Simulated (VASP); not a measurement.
# TiC (Fm-3m) in VASP: notebook

Runs on TiC. Level: PBE. Tasks: single point.

Program: VASP 6.6.1. These are calculated values, not measurements. Logs are shortened: lines on timing, memory, paths and dates and some standing lists are left out, and cuts for length are marked.

**1. The cell of the first run**

The structure is cubic, space group Fm-3m (No. 225). Conventional cell: a = 4.550 Å, b = 4.550 Å, c = 4.550 Å, α = 90.00°, β = 90.00°, γ = 90.00°. Ti (site symmetry m-3m) has 6 C at 2.27 Å within 3.0 Å. Within 3.0 Å of C (site symmetry m-3m) lie 6 Ti at 2.27 Å.

**2. Single point, PBE (strain +0.050 along x and y, +0.050 along z)**

File INCAR:

```
PREC     = Accurate       # precision mode
ENCUT    = 520            # plane-wave cutoff, eV
EDIFF    = 1E-7           # SCF threshold, eV
ISMEAR   = 0              # smearing method
SIGMA    = 0.15           # smearing width, eV
LREAL    = False          # projectors in reciprocal space
LASPH    = True           # aspherical terms in the spheres
NELM     = 100            # most SCF steps
ALGO     = Normal         # electronic algorithm
ISIF     = 2              # what is computed and relaxed
LWAVE    = False          # write WAVECAR
LCHARG   = False          # write CHGCAR
GGA      = PE             # functional
NBANDS   = 15             # bands
```

File KPOINTS:

```
regular mesh
0
Gamma
  24 24 24
```

File POSCAR:

```
TiC
1.0
    0.0000000000      2.2747846019      2.2747846019
    2.2747846019      0.0000000000      2.2747846019
    2.2747846019      2.2747846019      0.0000000000
Ti C
1 1
Direct
    0.0000000000      0.0000000000      0.0000000000
    0.5000000000      0.5000000000      0.5000000000
```

Potentials or basis: VASP PAW PBE potentials, release 64 (Ti_sv, C).

Command:

```bash
> cat potpaw_PBE.64/Ti_sv/POTCAR potpaw_PBE.64/C/POTCAR > POTCAR
> mpirun -np 1 vasp_std > vasp.out
```

OUTCAR:

```text
PREC = Accurate
   ENCUT = 520
   EDIFF = 1E-7
   ISMEAR = 0
   LREAL = False
   LASPH = True
   NELM = 100
   ISIF = 2
   GGA = PE

 ion  position               nearest neighbor table
   1  0.000  0.000  0.000-   2 2.27   2 2.27   2 2.27   2 2.27   2 2.27   2 2.27
   2  0.500  0.500  0.500-   1 2.27   1 2.27   1 2.27   1 2.27   1 2.27   1 2.27

  LATTYP: Found a face centered cubic cell.
 ALAT       =     4.5495692038

  Lattice vectors:

 A1 = (   0.0000000000,   2.2747846019,   2.2747846019)
 A2 = (   2.2747846019,   0.0000000000,   2.2747846019)
 A3 = (   2.2747846019,   2.2747846019,   0.0000000000)

Analysis of symmetry for initial positions (statically):
=====================================================================
 Subroutine PRICEL returns:
 Original cell was already a primitive cell.

 Routine SETGRP: Setting up the symmetry group for a
 face centered cubic supercell.

 Subroutine GETGRP returns: Found 48 space group operations
 (whereof 48 operations were pure point group operations)
 out of a pool of 48 trial point group operations.

The static configuration has the point symmetry O_h .

Analysis of symmetry for dynamics (positions and initial velocities):
=====================================================================
 Subroutine PRICEL returns:
 Original cell was already a primitive cell.

 Routine SETGRP: Setting up the symmetry group for a
 face centered cubic supercell.

 Subroutine GETGRP returns: Found 48 space group operations
 (whereof 48 operations were pure point group operations)
 out of a pool of 48 trial point group operations.

The dynamic configuration has the point symmetry O_h .

 Subroutine INISYM returns: Found 48 space group operations
 (whereof 48 operations are pure point group operations),
 and found     1 'primitive' translations

----------------------------------------------------------------------------------------

                                     Primitive cell

  volume of cell :      23.5424

  direct lattice vectors                    reciprocal lattice vectors
     0.000000000  2.274784602  2.274784602    -0.219801031  0.219801031  0.219801031
     2.274784602  0.000000000  2.274784602     0.219801031 -0.219801031  0.219801031
     2.274784602  2.274784602  0.000000000     0.219801031  0.219801031 -0.219801031

  length of vectors
     3.217031235  3.217031235  3.217031235     0.380706553  0.380706553  0.380706553

  position of ions in fractional coordinates (direct lattice)
     0.000000000  0.000000000  0.000000000
     0.500000000  0.500000000  0.500000000

  ion indices of the primitive-cell ions
   primitive index   ion index
                 1           1
                 2           2

----------------------------------------------------------------------------------------

 KPOINTS: regular mesh

Automatic generation of k-mesh.
 Grid dimensions read from file:
 generate k-points for:   24   24   24

 Generating k-lattice:

  Cartesian coordinates                     Fractional coordinates (reciprocal lattice)
    -0.009158376  0.009158376  0.009158376     0.041666667  0.000000000  0.000000000
     0.009158376 -0.009158376  0.009158376     0.000000000  0.041666667  0.000000000
     0.009158376  0.009158376 -0.009158376     0.000000000  0.000000000  0.041666667

  Length of vectors
     0.015862773  0.015862773  0.015862773

  Shift w.r.t. Gamma in fractional coordinates (k-lattice)
     0.000000000  0.000000000  0.000000000

 Subroutine IBZKPT returns following result:
 ===========================================

 Found    413 irreducible k-points:

 Following reciprocal coordinates:
            Coordinates               Weight
  0.000000  0.000000  0.000000      1.000000
  0.041667  0.000000  0.000000      8.000000
  0.083333  0.000000  0.000000      8.000000
  0.125000  0.000000  0.000000      8.000000
  0.166667  0.000000  0.000000      8.000000
  0.208333  0.000000  0.000000      8.000000
[... 16 lines left out ...]
  0.416667  0.041667  0.000000     24.000000
  0.458333  0.041667  0.000000     24.000000
 [... further k-points ...]
   k-points           NKPTS =    413   k-points in BZ     NKDIM =    413   number of bands    NBANDS=     15
   number of dos      NEDOS =    301   number of ions     NIONS =      2
   total plane-waves  NPLWV =  13824
   dimension x,y,z NGX =    24 NGY =   24 NGZ =   24
   dimension x,y,z NGXF=    48 NGYF=   48 NGZF=   48
   ions per type =               1   1
   NGX,Y,Z   is equivalent  to a cutoff of  12.40, 12.40, 12.40 a.u.
   NGXF,Y,Z  is equivalent  to a cutoff of  24.80, 24.80, 24.80 a.u.
 SYSTEM =  unknown system
   PREC   = accura    normal or accurate (medium, high low for compatibility)
   ISTART =      0    job   : 0-new  1-cont  2-samecut
   ICHARG =      2    charge: 1-file 2-atom 10-const
   ISPIN  =      1    spin polarized calculation?
   LNONCOLLINEAR =      F non collinear calculations
   LSORBIT =      F    spin-orbit coupling
   LASPH  =      T    aspherical Exc in radial PAW
   ENCUT  =  520.0 eV  38.22 Ry    6.18 a.u.   5.98  5.98  5.98*2*pi/ulx,y,z
   NELM   =    100;   NELMIN=  2; NELMDL= -5     # of ELM steps
   EDIFF  = 0.1E-06   stopping-criterion for ELM
   LREAL  =      F    real-space projection
   EDIFFG = 0.1E-05   stopping-criterion for IOM
   NSW    =      0    number of steps for IOM
   IBRION =     -1    ionic relax: 0-MD 1-quasi-New 2-CG
   NFREE  =      0    steps in history (QN), initial steepest desc. (CG)
   ISIF   =      2    stress and relaxation
   ISYM   =      2    0-nonsym 1-usesym 2-fastsym
   POTIM  = 0.5000    time-step for ionic-motion
   TEBEG  =    0.0;   TEEND  =   0.0 temperature during run
   PSTRESS=    0.0 pullay stress
   NELECT =      16.0000    total number of electrons
   NUPDOWN=      -1.0000    fix difference up-down
   EMIN   =  10.00;   EMAX   =-10.00  energy-range for DOS
   EFERMI =   0.00;   METHOD = LEGACY
   ISMEAR =     0;   SIGMA  =   0.15  broadening in eV -4-tet -1-fermi 0-gaus
   EFERMI_NEDOS =   21; number of points for ismear=-14 and -15
   IALGO  =     38    algorithm
   IMIX   =      4    mixing-type and parameters
     AMIX     =   0.40;   BMIX     =  1.00
     AMIX_MAG =   1.60;   BMIX_MAG =  1.00
  volume/ion in A,a.u.               =      11.77        79.44
  Fermi-wavevector in a.u.,A,eV,Ry     =   1.439344  2.719965 28.187334  2.071711
  Thomas-Fermi vector in A             =   2.558210
   LORBIT       =      0    0 simple, 1 ext, 2 COOP (PROOUT), +10 PAW based schemes
   GGA     = PE    functional components
   LHFCALC =     F    Hartree Fock is set to
   AEXX    =    0.0000 exact exchange contribution
   IVDW    =     0    specifies the selected vdW correction
   LEPSILON=     F    determine dielectric tensor
   LRPA    =     F    only Hartree local field effects (RPA)
 non-spin polarized calculation
 Gauss-broadening in eV      SIGMA  =   0.15
  energy-cutoff  :      520.00
  volume of cell :       23.54
 maximum number of plane-waves:       650
   NGX = 11   NGY = 11   NGZ = 11

 number of electron      15.9999999 magnetization

 Free energy of the ion-electron system (eV)
  ---------------------------------------------------
  ext. energy  EPLUGINS =         0.00000000
  ---------------------------------------------------
  free energy    TOTEN  =       -18.40918385 eV

  energy without entropy =      -18.40544689  energy(sigma->0) =      -18.40731537

 E-fermi :   7.7765     XC(G=0): -11.9518

 val. band max:        7.7738552439   @ k =   0.2500   0.2083   0.0000
 cond. band min:       7.7839403552   @ k =   0.0833   0.0000   0.0000
 fundamental gap:      0.0100851113
 Fermi energy:         7.7765269472

 k-point     1 :       0.0000    0.0000    0.0000
  band No.  band energies     occupation
      1     -49.2429      2.00000
      2     -25.3223      2.00000
      3     -25.3223      2.00000
      4     -25.3223      2.00000
      5      -3.9279      2.00000
      6       8.3912      0.00000
      7       8.3912      0.00000
      8       8.3912      0.00000
      9       9.1749      0.00000
     10       9.1749      0.00000
     11       9.2692      0.00000
     12       9.2692      0.00000
     13       9.2692      0.00000
     14      16.2154      0.00000
     15      21.2120      0.00000

 k-point     2 :       0.0417    0.0000    0.0000
  band No.  band energies     occupation
      1     -49.2423      2.00000
      2     -25.3272      2.00000
      3     -25.3228      2.00000
      4     -25.3228      2.00000
      5      -3.8952      2.00000
      6       8.2086      0.00005
      7       8.3390      0.00000
      8       8.3390      0.00000
      9       8.7580      0.00000
     10       8.7580      0.00000
     11       9.3580      0.00000
     12       9.7840      0.00000
     13       9.7841      0.00000
     14      16.2948      0.00000
     15      21.1972      0.00000

 k-point     3 :       0.0833    0.0000    0.0000
  band No.  band energies     occupation
      1     -49.2405      2.00000
      2     -25.3416      2.00000
      3     -25.3243      2.00000
      4     -25.3243      2.00000
      5      -3.7978      2.00000
      6       7.7839      0.94428
      7       8.0063      0.03030
      8       8.0063      0.03030
      9       8.6393      0.00000
     10       8.6393      0.00000
     11       9.5179      0.00000
     12      10.3706      0.00000
     13      10.3706      0.00000
     14      16.5138      0.00000
     15      21.1360      0.00000
[... 343 lines left out ...]
 k-point    23 :       0.4167    0.0417    0.0000
  band No.  band energies     occupation
      1     -49.2093      2.00000
      2     -25.5778      2.00000
      3     -25.3523      2.00000
      4     -25.3503      2.00000
      5      -1.5249      2.00000
      6       3.1900      2.00000
      7       5.4223      2.00000
      8       5.5224      2.00000
      9       9.8561      0.00000
     10      10.0295      0.00000
     11      10.8325      0.00000
     12      14.0302      0.00000
     13      14.3268      0.00000
     14      15.8733      0.00000
     15      21.6478      0.00000

 k-point    24 :       0.4583    0.0417    0.0000
  band No.  band energies     occupation
      1     -49.2071      2.00000
      2     -25.5942      2.00000
      3     -25.3532      2.00000
      4     -25.3530      2.00000
      5      -1.2540      2.00000
      6       2.8222      2.00000
      7       5.3318      2.00000
      8       5.3994      2.00000
      9      10.0054      0.00000
     10      10.1168      0.00000
     11      10.9842      0.00000
     12      14.3218      0.00000
     13      14.4426      0.00000
     14      15.5564      0.00000
     15      21.3497      0.00000

 [... further k-points ...]
[... 5 lines left out ...]
  --------------------------------------------------------------------------------------
  -------------------------------------------------------------------------------------
  Total       -3.9647589     -3.9647589     -3.9647589      0.0000000      0.0000000      0.0000000
  in kB     -269.8214867   -269.8214867   -269.8214867      0.0000000      0.0000000      0.0000000
  external PRESSURE =    -269.8214867 kB  Pullay stress =       0.0000000 kB

 VOLUME and BASIS-vectors are now :
 -----------------------------------------------------------------------------
  energy-cutoff  :      520.00
  volume of cell :       23.54
      direct lattice vectors                 reciprocal lattice vectors
     0.000000000  2.274784602  2.274784602    -0.219801031  0.219801031  0.219801031
     2.274784602  0.000000000  2.274784602     0.219801031 -0.219801031  0.219801031
     2.274784602  2.274784602  0.000000000     0.219801031  0.219801031 -0.219801031

 POSITION                                       TOTAL-FORCE (eV/Angst)
 -----------------------------------------------------------------------------------
      0.00000      0.00000      0.00000        -0.000000     -0.000000      0.000000
      2.27478      2.27478      2.27478         0.000000      0.000000     -0.000000
 -----------------------------------------------------------------------------------
    total drift:                                0.000000     -0.000000     -0.000000

  FREE ENERGIE OF THE ION-ELECTRON SYSTEM (eV)
  ---------------------------------------------------
  free  energy   TOTEN  =       -18.4091838457 eV

  energy  without entropy=      -18.4054468930  energy(sigma->0) =      -18.40731537
```

It took 79 s on 1 thread of Intel Xeon Platinum 8488C (Sapphire Rapids), shared host; peak memory 0.26 GiB.

What came out:

* Free energy: -18.4092 eV
* Pressure: -27.0 GPa
* Band gap on the k mesh: zero (band 8 reaches 8.39 eV, above the bottom of band 9 at 7.39 eV)

Caveat: the cell differs from its parent crystal (strain +0.050 along x and y, +0.050 along z).

(Continued in part 2 of 2.)
